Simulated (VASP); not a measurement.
# NbCl (P4/nmm) in VASP: single point with PBE

Aim: the single point of NbCl with PBE.

Everything below comes from runs of VASP 6.6.1. Logs are shortened: lines on timing, memory, paths and dates and some standing lists are left out, and cuts for length are marked.

## (1) The cell of the first run

The structure is tetragonal, space group P4/nmm (No. 129). The conventional cell has a = 4.099 Å, b = 4.099 Å, c = 5.179 Å, α = 90.00°, β = 90.00°, γ = 90.00°. Nb (site symmetry 4mm) has 4 Cl at 2.38 Å within 3.1 Å. Cl (site symmetry -4m2) has 4 Nb at 2.38 Å and 4 Cl at 2.90 Å within 3.1 Å.

## (2) Single point, PBE

The input, INCAR:

```
SYSTEM = NbCl
PREC     = Accurate       ! precision mode
ENCUT    = 520            ! plane-wave cutoff, eV
EDIFF    = 1E-6           ! SCF threshold, eV
ISMEAR   = 0              ! smearing method
SIGMA    = 0.1            ! smearing width, eV
LREAL    = .False.        ! projectors in reciprocal space
LASPH    = .True.         ! aspherical terms in the spheres
NELM     = 60             ! most SCF steps
ALGO     = Normal         ! electronic algorithm
ISIF     = 2              ! what is computed and relaxed
LWAVE    = .False.        ! write WAVECAR
LCHARG   = .True.         ! write CHGCAR
GGA      = PE             ! functional
LELF     = .True.         ! ELF
LVHAR    = .True.       
NBANDS   = 28             ! bands
```

The input, KPOINTS:

```
Automatic mesh
0
Gamma
  4 4 4
  0 0 0
```

The input, POSCAR:

```
NbCl
1.0
    4.0988948318      0.0000000000      0.0000000000
    0.0000000000      4.0988948318      0.0000000000
    0.0000000000      0.0000000000      5.1793100456
Nb Cl
2 2
Direct
    0.0000000000      0.5000000000      0.2351000000
    0.5000000000      0.0000000000      0.7649000000
    0.0000000000      0.0000000000      0.0000000000
    0.5000000000      0.5000000000      0.0000000000
```

Potentials or basis: VASP PAW PBE potentials, release 64 (Nb_sv, Cl).

The run is started by

```
$ cat potpaw_PBE.64/Nb_sv/POTCAR potpaw_PBE.64/Cl/POTCAR > POTCAR
$ mpirun -np 1 vasp_std > vasp.out
```

OUTCAR:

```text
SYSTEM = NbCl
   PREC = Accurate
   ENCUT = 520
   EDIFF = 1E-6
   ISMEAR = 0
   LREAL = .False.
   LASPH = .True.
   NELM = 60
   ISIF = 2
   GGA = PE

 ion  position               nearest neighbor table
   1  0.000  0.500  0.235-   3 2.38   4 2.38   3 2.38   4 2.38
   2  0.500  0.000  0.765-   3 2.38   4 2.38   4 2.38   3 2.38
   3  0.000  0.000  0.000-   1 2.38   2 2.38   1 2.38   2 2.38
   4  0.500  0.500  0.000-   1 2.38   2 2.38   2 2.38   1 2.38

  LATTYP: Found a simple tetragonal cell.
 ALAT       =     4.0988948318
 C/A-ratio  =     1.2635869565

  Lattice vectors:

 A1 = (   4.0988948318,   0.0000000000,   0.0000000000)
 A2 = (   0.0000000000,   4.0988948318,   0.0000000000)
 A3 = (   0.0000000000,   0.0000000000,   5.1793100456)

Analysis of symmetry for initial positions (statically):
=====================================================================
 Subroutine PRICEL returns:
 Original cell was already a primitive cell.

 Routine SETGRP: Setting up the symmetry group for a
 simple tetragonal supercell.

 Subroutine GETGRP returns: Found 16 space group operations
 (whereof  8 operations were pure point group operations)
 out of a pool of 16 trial point group operations.

The static configuration has the point symmetry D_2d.
 The point group associated with its full space group is D_4h.

Analysis of symmetry for dynamics (positions and initial velocities):
=====================================================================
 Subroutine PRICEL returns:
 Original cell was already a primitive cell.

 Routine SETGRP: Setting up the symmetry group for a
 simple tetragonal supercell.

 Subroutine GETGRP returns: Found 16 space group operations
 (whereof  8 operations were pure point group operations)
 out of a pool of 16 trial point group operations.

The dynamic configuration has the point symmetry D_2d.
 The point group associated with its full space group is D_4h.

 Subroutine INISYM returns: Found 16 space group operations
 (whereof  8 operations are pure point group operations),
 and found     1 'primitive' translations

----------------------------------------------------------------------------------------

                                     Primitive cell

  volume of cell :      87.0173
[... 81 lines left out ...]
   LNONCOLLINEAR =      F non collinear calculations
   LSORBIT =      F    spin-orbit coupling
   LASPH  =      T    aspherical Exc in radial PAW
   ENCUT  =  520.0 eV  38.22 Ry    6.18 a.u.   7.62  7.62  9.63*2*pi/ulx,y,z
   NELM   =     60;   NELMIN=  2; NELMDL= -5     # of ELM steps
   EDIFF  = 0.1E-05   stopping-criterion for ELM
   LREAL  =      F    real-space projection
   EDIFFG = 0.1E-04   stopping-criterion for IOM
   NSW    =      0    number of steps for IOM
   IBRION =     -1    ionic relax: 0-MD 1-quasi-New 2-CG
   NFREE  =      0    steps in history (QN), initial steepest desc. (CG)
   ISIF   =      2    stress and relaxation
   ISYM   =      2    0-nonsym 1-usesym 2-fastsym
   POTIM  = 0.5000    time-step for ionic-motion
   TEBEG  =    0.0;   TEEND  =   0.0 temperature during run
   PSTRESS=    0.0 pullay stress
   NELECT =      40.0000    total number of electrons
   NUPDOWN=      -1.0000    fix difference up-down
   EMIN   =  10.00;   EMAX   =-10.00  energy-range for DOS
   EFERMI =   0.00;   METHOD = LEGACY
   ISMEAR =     0;   SIGMA  =   0.10  broadening in eV -4-tet -1-fermi 0-gaus
   EFERMI_NEDOS =   21; number of points for ismear=-14 and -15
   IALGO  =     38    algorithm
   IMIX   =      4    mixing-type and parameters
     AMIX     =   0.40;   BMIX     =  1.00
     AMIX_MAG =   1.60;   BMIX_MAG =  1.00
  volume/ion in A,a.u.               =      21.75       146.81
  Fermi-wavevector in a.u.,A,eV,Ry     =   1.263455  2.387583 21.719222  1.596318
  Thomas-Fermi vector in A             =   2.396811
   LORBIT       =      0    0 simple, 1 ext, 2 COOP (PROOUT), +10 PAW based schemes
   GGA     = PE    functional components
   LHFCALC =     F    Hartree Fock is set to
   AEXX    =    0.0000 exact exchange contribution
   IVDW    =     0    specifies the selected vdW correction
   LEPSILON=     F    determine dielectric tensor
   LRPA    =     F    only Hartree local field effects (RPA)
 non-spin polarized calculation
 Gauss-broadening in eV      SIGMA  =   0.10
  energy-cutoff  :      520.00
  volume of cell :       87.02
 maximum number of plane-waves:      2358
   NGX = 15   NGY = 15   NGZ = 19

 number of electron      40.0000002 magnetization

 Free energy of the ion-electron system (eV)
  ---------------------------------------------------
  ext. energy  EPLUGINS =         0.00000000
  ---------------------------------------------------
  free energy    TOTEN  =       -20.36860577 eV

  energy without entropy =      -20.31765319  energy(sigma->0) =      -20.34312948

 E-fermi :   7.5489     XC(G=0): -10.2609

 val. band max:        7.5465413854   @ k =   0.5000   0.0000   0.2500
 cond. band min:       7.5653151581   @ k =   0.2500   0.0000   0.0000
 fundamental gap:      0.0187737727
 Fermi energy:         7.5488902055

 k-point     1 :       0.0000    0.0000    0.0000
  band No.  band energies     occupation
      1     -48.0377      2.00000
      2     -48.0254      2.00000
      3     -24.2865      2.00000
      4     -24.2865      2.00000
      5     -24.2232      2.00000
      6     -24.2232      2.00000
[... 547 lines left out ...]
     27      11.7368      0.00000
     28      11.7368      0.00000

------------------------ aborting loop because EDIFF is reached ----------------------------------------

  FORCE on cell =-STRESS in cart. coord.  units (eV):
  Direction    XX          YY          ZZ          XY          YZ          ZX
  --------------------------------------------------------------------------------------
  -------------------------------------------------------------------------------------
  Total        4.6949654      4.6949654      0.3278601      0.0000000      0.0000000      0.0000000
  in kB       86.4445305     86.4445305      6.0366186      0.0000000      0.0000000      0.0000000
  external PRESSURE =      59.6418932 kB  Pullay stress =       0.0000000 kB

 VOLUME and BASIS-vectors are now :
 -----------------------------------------------------------------------------
  energy-cutoff  :      520.00
  volume of cell :       87.02
      direct lattice vectors                 reciprocal lattice vectors
     4.098894832  0.000000000  0.000000000     0.243968201  0.000000000  0.000000000
     0.000000000  4.098894832  0.000000000     0.000000000  0.243968201  0.000000000
     0.000000000  0.000000000  5.179310046     0.000000000  0.000000000  0.193075910

 POSITION                                       TOTAL-FORCE (eV/Angst)
 -----------------------------------------------------------------------------------
      0.00000      2.04945      1.21766         0.000000      0.000000      2.699912
      2.04945      0.00000      3.96165         0.000000      0.000000     -2.699912
      0.00000      0.00000      0.00000         0.000000      0.000000      0.000000
      2.04945      2.04945      0.00000        -0.000000      0.000000      0.000000
 -----------------------------------------------------------------------------------
    total drift:                                0.000000      0.000000     -0.000000

  FREE ENERGIE OF THE ION-ELECTRON SYSTEM (eV)
  ---------------------------------------------------
  free  energy   TOTEN  =       -20.3686057739 eV

  energy  without entropy=      -20.3176531862  energy(sigma->0) =      -20.34312948
```

Wall time 24 s (1 thread of AMD EPYC 9R45 (Zen 5), shared host); peak memory 0.16 GiB.

Results:

```yaml
Free_energy: -20.3686 eV
Pressure: 6.0 GPa
Largest_force: 2.700 eV/Å
Band_gap_on_the_k_mesh: zero (band 20 reaches 8.02 eV, above the bottom of band 21 at 7.49 eV)
```

Forces on the atoms (eV/Å):
```
Nb   0.000  0.000  2.700
Nb   0.000  0.000 -2.700
Cl   0.000  0.000  0.000
Cl   0.000  0.000  0.000
```

Caveat: the k points lie up to 0.38 Å⁻¹ apart; forces of over 1 eV/Å act on the atoms, so gaps and moduli don't describe the material at rest.
